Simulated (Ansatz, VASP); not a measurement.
## One calculation of Sc2SnS, two programs

```
Sc Sn S
1.0
     4.96645    0.00000    0.00000
     0.00000    4.96645    0.00000
     0.00000    0.00000    3.77071
Sc Sn S
2 1 1
Direct
  0.00000 0.50000 0.50000
  0.50000 0.00000 0.50000
  0.00000 0.00000 0.00000
  0.50000 0.50000 0.50000
```

Alike in both runs: functional PBE; k mesh 4 × 4 × 6; occupations gaussian, width 0.1 eV; no spin polarisation.

Ansatz relaxed the structure, and its values are those at the end. VASP's run is a single point on that final structure, the one shown.

|  | VASP | Ansatz |
| --- | --- | --- |
| version | VASP 6.6.1 | Ansatz 0.2.0 |
| potentials or method | VASP PAW PBE potentials, release 64 (Sc_sv, Sn_d, S), cutoff 520 eV | scalar-relativistic, plane waves, PAW |
| valence electrons in the cell | 42 | 42 |

VASP gave:

```
gap on the k mesh at the Fermi level (eV) : none
pressure (GPa)                            : -0.1
```

Which values does Ansatz return?

gap on the k mesh at the Fermi level (eV): none; pressure (GPa): -0.2.

A gap of «none» marks a metal or a gap that the smearing closes.
